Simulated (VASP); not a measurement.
# Hg (R-3m) in VASP: a series of runs

Hg is run at these levels: PBE; tasks: electric field gradients.

Everything below comes from runs of VASP 6.6.1. Logs are shortened: lines on timing, memory, paths and dates and some standing lists are left out, and cuts for length are marked.

### 1 The cell of the first run

Symmetry: R-3m, No. 166, trigonal system. The conventional cell has a = 4.710 Å, b = 4.710 Å, c = 11.537 Å, α = 90.00°, β = 90.00°, γ = 120.00°. Within 2.9 Å of Hg (site symmetry 3m) lie 1 Hg at 2.19 Å.

### 2 Electric field gradients, PBE (shortest bond scaled by 0.76)

INCAR reads:

```
PREC = Accurate
ENCUT = 410
EDIFF = 1E-8
ISMEAR = -1
SIGMA = 0.05
LREAL = F
LASPH = T
NELM = 120
ALGO = Normal
ISIF = 2
LWAVE = F
LCHARG = F
GGA = PE
LEFG = T
NBANDS = 27
GGA_COMPAT = F
```

KPOINTS reads:

```
regular mesh
0
Gamma
  8 8 8
```

POSCAR reads:

```
Hg
1.0
    0.0000000000      3.3303445432      3.3303445432
    3.3303445432      0.0000000000      3.3303445432
    3.3303445432      3.3303445432      0.0000000000
Hg
2
Direct
   -0.2150000000     -0.0950000000     -0.0950000000
    0.2150000000      0.0950000000      0.0950000000
```

Potentials or basis: VASP PAW PBE potentials, release 64 (Hg_sv_GW).

On the command line:

```console
$ cat potpaw_PBE.64/Hg_sv_GW/POTCAR > POTCAR
$ mpirun -np 1 vasp_std > vasp.out
```

OUTCAR:

```text
PREC = Accurate
   ENCUT = 410
   EDIFF = 1E-8
   ISMEAR = -1
   LREAL = F
   LASPH = T
   NELM = 120
   ISIF = 2
   GGA = PE

 ion  position               nearest neighbor table
   1  0.785  0.905  0.905-   2 2.19   2 3.18   2 3.18   2 3.18
   2  0.215  0.095  0.095-   1 2.19   1 3.18   1 3.18   1 3.18

  LATTYP: Found a face centered cubic cell.
 ALAT       =     6.6606890864

  Lattice vectors:

 A1 = (   0.0000000000,   3.3303445432,   3.3303445432)
 A2 = (   3.3303445432,   0.0000000000,   3.3303445432)
 A3 = (   3.3303445432,   3.3303445432,   0.0000000000)

Analysis of symmetry for initial positions (statically):
=====================================================================
 Subroutine PRICEL returns:
 Original cell was already a primitive cell.

 Routine SETGRP: Setting up the symmetry group for a
 face centered cubic supercell.

 Subroutine GETGRP returns: Found 12 space group operations
 (whereof  4 operations were pure point group operations)
 out of a pool of 48 trial point group operations.

The static configuration has the point symmetry C_2h.
 The point group associated with its full space group is D_3d.

Analysis of symmetry for dynamics (positions and initial velocities):
=====================================================================
 Subroutine PRICEL returns:
 Original cell was already a primitive cell.

 Routine SETGRP: Setting up the symmetry group for a
 face centered cubic supercell.

 Subroutine GETGRP returns: Found 12 space group operations
 (whereof  4 operations were pure point group operations)
 out of a pool of 48 trial point group operations.

The dynamic configuration has the point symmetry C_2h.
 The point group associated with its full space group is D_3d.

 Subroutine INISYM returns: Found 12 space group operations
 (whereof  4 operations are pure point group operations),
 and found     1 'primitive' translations

----------------------------------------------------------------------------------------

                                     Primitive cell

  volume of cell :      73.8750

  direct lattice vectors                    reciprocal lattice vectors
     0.000000000  3.330344543  3.330344543    -0.150134616  0.150134616  0.150134616
     3.330344543  0.000000000  3.330344543     0.150134616 -0.150134616  0.150134616
[... 122 lines left out ...]
 number of electron      39.9999989 magnetization

 Free energy of the ion-electron system (eV)
  ---------------------------------------------------
  ext. energy  EPLUGINS =         0.00000000
  ---------------------------------------------------
  free energy    TOTEN  =         2.17495265 eV

  energy without entropy =        2.18448441  energy(sigma->0) =        2.17971853

 E-fermi :   2.7710     XC(G=0):  -8.5118

 val. band max:        2.7607743683   @ k =  -0.2500   0.3750   0.1250
 cond. band min:       2.8153916008   @ k =   0.3750   0.2500  -0.2500
 fundamental gap:      0.0546172324
 Fermi energy:         2.7709701426

 k-point     1 :       0.0000    0.0000    0.0000
  band No.  band energies     occupation
      1    -112.7979      2.00000
      2    -112.7295      2.00000
      3     -61.7398      2.00000
      4     -61.1019      2.00000
      5     -61.1019      2.00000
      6     -61.0271      2.00000
[... 709 lines left out ...]
     26      10.9555      0.00000
     27      12.1184      0.00000

 [... further k-points ...]

------------------------ aborting loop because EDIFF is reached ----------------------------------------

  FORCE on cell =-STRESS in cart. coord.  units (eV):
  Direction    XX          YY          ZZ          XY          YZ          ZX
  --------------------------------------------------------------------------------------
  -------------------------------------------------------------------------------------
  Total        6.7161900      6.7161900      6.7161900     -8.4679311      8.4679311     -8.4679311
  in kB      145.6585761    145.6585761    145.6585761   -183.6497764    183.6497764   -183.6497764
  external PRESSURE =     145.6585761 kB  Pullay stress =       0.0000000 kB

 VOLUME and BASIS-vectors are now :
 -----------------------------------------------------------------------------
  energy-cutoff  :      410.00
  volume of cell :       73.88
      direct lattice vectors                 reciprocal lattice vectors
     0.000000000  3.330344543  3.330344543    -0.150134616  0.150134616  0.150134616
     3.330344543  0.000000000  3.330344543     0.150134616 -0.150134616  0.150134616
     3.330344543  3.330344543  0.000000000     0.150134616  0.150134616 -0.150134616

 POSITION                                       TOTAL-FORCE (eV/Angst)
 -----------------------------------------------------------------------------------
      6.02792      5.62828      5.62828        -6.550528      6.550528      6.550528
      0.63277      1.03241      1.03241         6.550528     -6.550528     -6.550528
 -----------------------------------------------------------------------------------
    total drift:                                0.000000      0.000000      0.000000

  FREE ENERGIE OF THE ION-ELECTRON SYSTEM (eV)
  ---------------------------------------------------
  free  energy   TOTEN  =         2.1749526469 eV

  energy  without entropy=        2.1844844064  energy(sigma->0) =        2.17971853

 Electric field gradients (V/A^2)
---------------------------------------------------------------------
 ion       V_xx      V_yy      V_zz      V_xy      V_xz      V_yz
---------------------------------------------------------------------
   1      -0.001     0.000     0.000   195.973   195.973  -195.980
   2      -0.001     0.000     0.000   195.973   195.973  -195.980
---------------------------------------------------------------------

 Electric field gradients after diagonalization (V/A^2)
 (convention: |V_zz| > |V_xx| > |V_yy|)
----------------------------------------------------------------------
 ion       V_xx      V_yy      V_zz     asymmetry (V_yy - V_xx)/ V_zz
----------------------------------------------------------------------
   1     195.981   195.971  -391.952       0.000
   2     195.981   195.971  -391.952       0.000
----------------------------------------------------------------------

           NMR quadrupolar parameters

 Cq : quadrupolar parameter    Cq=e*Q*V_zz/h
 eta: asymmetry parameters     (V_yy - V_xx)/ V_zz
 Q  : nuclear electric quadrupole moment in mb (millibarn)
----------------------------------------------------------------------
 ion       Cq(MHz)       eta       Q (mb)
----------------------------------------------------------------------
   1      -0.948       0.000       1.000
   2      -0.948       0.000       1.000
----------------------------------------------------------------------
```

stdout:

```text
POSCAR found type information on POSCAR Hg
 POSCAR found :  1 types and       2 ions
 scaLAPACK will be used
 LDA part: xc-table for (Slater+PW92), standard interpolation
 POSCAR, INCAR and KPOINTS ok, starting setup
 FFT: planning ... GRIDC
 FFT: planning ... GRID_SOFT
 FFT: planning ... GRID
 WAVECAR not read
 entering main loop
ion   1

ion   2
```

Wall time 43 s (1 thread of Intel Xeon 6975P-C (Granite Rapids), shared host); peak memory 0.23 GiB.

Results:

```
Free energy                             : 2.1750 eV
Pressure                                : 14.6 GPa
Largest force                           : 11.346 eV/Å
Band gap on the k mesh                  : zero (bands 20 and 21 overlap by 3.19 eV)
Largest electric field gradient by atom : Hg -392.0 V/Å²
```

Forces on the atoms (eV/Å):
```
Hg  -6.551  6.551  6.551
Hg   6.551 -6.551 -6.551
```

Levels at points of the mesh, in eV from the Fermi level:
```tsv
k point	band 16	band 17	band 18	band 19	band 20	band 21	band 22	band 23	band 24	band 25
(0.00, 0.00, 0.00)	-6.86	-6.23	-6.23	-6.09	3.01	3.51	5.07	5.07	6.00	6.00
(0.50, 0.00, 0.00)	-6.19	-5.75	-5.75	-4.67	-3.76	2.69	2.69	4.36	7.37	7.43
(0.00, 0.50, 0.00)	-6.43	-6.38	-5.85	-5.10	-2.41	2.66	3.14	4.39	5.49	7.26
(0.50, 0.50, 0.00)	-6.59	-5.76	-5.74	-4.48	-2.90	1.09	1.63	3.30	4.50	11.06
```

Electric field gradients, principal values (V/Å²):
```tsv
atom	least	middle	greatest (by size)
1 Hg	195.971	195.981	-391.952
2 Hg	195.971	195.981	-391.952
```

Caveat: the cell differs from its parent crystal (shortest bond scaled by 0.76); the cell stands under pressure; without QUAD_EFG the Cq values of the log hold for a quadrupole moment of 1 mb, not for the nuclei; spin-orbit coupling is left out, which moves the levels of the heavy elements; forces of over 1 eV/Å act on the atoms, so gaps and moduli don't describe the material at rest.

### 3 Electric field gradients, PBE (shortest bond scaled by 0.82)

INCAR reads:

```
SYSTEM = Hg
PREC = Accurate
ENCUT = 410
EDIFF = 1E-8
ISMEAR = -1
SIGMA = 0.05
LREAL = .FALSE.
LASPH = .TRUE.
NELM = 120
ALGO = Normal
ISIF = 2
LWAVE = .FALSE.
LCHARG = .FALSE.
GGA = PE
LEFG = .TRUE.
NBANDS = 27
GGA_COMPAT = .FALSE.
```

KPOINTS reads:

```
regular mesh
0
G
  8 8 8
  0 0 0
```

POSCAR reads:

```
Hg
1.0
    0.0000000000      3.3303445432      3.3303445432
    3.3303445432      0.0000000000      3.3303445432
    3.3303445432      3.3303445432      0.0000000000
Hg
2
Direct
   -0.1925000000     -0.1025000000     -0.1025000000
    0.1925000000      0.1025000000      0.1025000000
```

Potentials or basis: VASP PAW PBE potentials, release 64 (Hg_sv_GW).

On the command line:

```console
$ cat potpaw_PBE.64/Hg_sv_GW/POTCAR > POTCAR
$ mpirun -np 1 vasp_std > vasp.out
```

OUTCAR:

```text
SYSTEM = Hg
   PREC = Accurate
   ENCUT = 410
   EDIFF = 1E-8
   ISMEAR = -1
   LREAL = .FALSE.
   LASPH = .TRUE.
   NELM = 120
   ISIF = 2
   GGA = PE

 ion  position               nearest neighbor table
   1  0.807  0.898  0.898-   2 2.37   2 3.10   2 3.10   2 3.10
   2  0.193  0.102  0.102-   1 2.37   1 3.10   1 3.10   1 3.10

  LATTYP: Found a face centered cubic cell.
 ALAT       =     6.6606890864

  Lattice vectors:

 A1 = (   0.0000000000,   3.3303445432,   3.3303445432)
 A2 = (   3.3303445432,   0.0000000000,   3.3303445432)
[... 933 lines left out ...]
  ---------------------------------------------------
  free  energy   TOTEN  =         0.8079221231 eV

  energy  without entropy=        0.8170889417  energy(sigma->0) =        0.81250553

 Electric field gradients (V/A^2)
---------------------------------------------------------------------
 ion       V_xx      V_yy      V_zz      V_xy      V_xz      V_yz
---------------------------------------------------------------------
   1       0.000    -0.000    -0.000   147.254   147.254  -147.256
   2       0.000    -0.000    -0.000   147.254   147.254  -147.256
---------------------------------------------------------------------

 Electric field gradients after diagonalization (V/A^2)
 (convention: |V_zz| > |V_xx| > |V_yy|)
----------------------------------------------------------------------
 ion       V_xx      V_yy      V_zz     asymmetry (V_yy - V_xx)/ V_zz
----------------------------------------------------------------------
   1     147.256   147.254  -294.510       0.000
   2     147.256   147.254  -294.510       0.000
----------------------------------------------------------------------

           NMR quadrupolar parameters

 Cq : quadrupolar parameter    Cq=e*Q*V_zz/h
 eta: asymmetry parameters     (V_yy - V_xx)/ V_zz
 Q  : nuclear electric quadrupole moment in mb (millibarn)
----------------------------------------------------------------------
 ion       Cq(MHz)       eta       Q (mb)
----------------------------------------------------------------------
   1      -0.712       0.000       1.000
   2      -0.712       0.000       1.000
----------------------------------------------------------------------
```

OSZICAR:

```text
N       E                     dE             d eps       ncg     rms          rms(c)
DAV:   1     0.673320340362E+03    0.67332E+03   -0.24675E+04  4110   0.146E+03
DAV:   2     0.667059251086E+02   -0.60661E+03   -0.57214E+03  3542   0.805E+02
DAV:   3     0.434016596346E+01   -0.62366E+02   -0.61413E+02  4446   0.207E+02
DAV:   4     0.797141738441E+00   -0.35430E+01   -0.35319E+01  4974   0.703E+01
DAV:   5     0.738758378209E+00   -0.58383E-01   -0.58353E-01  4486   0.766E+00    0.332E+01
DAV:   6     0.803550475484E+00    0.64792E-01   -0.19361E-01  6114   0.558E+00    0.197E+01
DAV:   7     0.807593620821E+00    0.40431E-02   -0.45209E-02  5368   0.200E+00    0.931E-01
DAV:   8     0.808054853615E+00    0.46123E-03   -0.68090E-03  5323   0.127E+00    0.157E-01
DAV:   9     0.807940285958E+00   -0.11457E-03   -0.27952E-04  4759   0.176E-01    0.195E-02
DAV:  10     0.807929199231E+00   -0.11087E-04   -0.30720E-05  4840   0.826E-02    0.826E-03
DAV:  11     0.807922415601E+00   -0.67836E-05   -0.75403E-06  4319   0.321E-02    0.463E-03
DAV:  12     0.807922184909E+00   -0.23069E-06   -0.75621E-07  4935   0.772E-03    0.110E-03
DAV:  13     0.807922197775E+00    0.12866E-07   -0.92042E-08  3383   0.383E-03    0.840E-04
DAV:  14     0.807922112423E+00   -0.85352E-07   -0.19526E-08  3502   0.133E-03    0.271E-04
DAV:  15     0.807922129896E+00    0.17473E-07   -0.30377E-09  2698   0.103E-03    0.147E-04
DAV:  16     0.807922123051E+00   -0.68449E-08   -0.11976E-09  2262   0.441E-04
   1 F= 0.80792212E+00 E0= 0.81250553E+00  d E =-.916682E-02
```

Run time: 60 s. Hardware: 1 thread of AMD EPYC 9R45 (Zen 5), shared host; peak memory 0.21 GiB.

Results:

- Free energy: 0.8079 eV
- Pressure: 6.3 GPa
- Largest force: 5.185 eV/Å
- Band gap on the k mesh: zero (bands 20 and 21 overlap by 3.07 eV)
- Largest electric field gradient by atom: Hg -294.5 V/Å²

Forces in eV/Å, atoms in the order of the input:
```
Hg  -2.994  2.994  2.994
Hg   2.994 -2.994 -2.994
```

Levels at points of the mesh, in eV from the Fermi level:
```
           k point  band 18  band 19  band 20  band 21  band 22  band 23
(0.00, 0.00, 0.00)    -6.30    -6.30     2.93     3.74     5.34     5.34
(0.50, 0.00, 0.00)    -5.92    -4.27    -4.07     2.76     2.76     4.17
(0.00, 0.50, 0.00)    -6.07    -5.01    -2.56     2.62     3.22     3.99
(0.50, 0.50, 0.00)    -5.95    -4.22    -3.12     1.09     1.38     3.58
```

Electric field gradients, principal values (V/Å²):
```csv
atom,least,middle,greatest (by size)
1 Hg,147.254,147.256,-294.510
2 Hg,147.254,147.256,-294.510
```

Caveat: the cell differs from its parent crystal (shortest bond scaled by 0.82); the cell stands under pressure; without QUAD_EFG the Cq values of the log hold for a quadrupole moment of 1 mb, not for the nuclei; spin-orbit coupling is left out, which moves the levels of the heavy elements; forces of over 1 eV/Å act on the atoms, so gaps and moduli don't describe the material at rest.

(Continued in part 2 of 2.)

The gap in the log of VASP goes by the Fermi energy; the results here count the filled bands.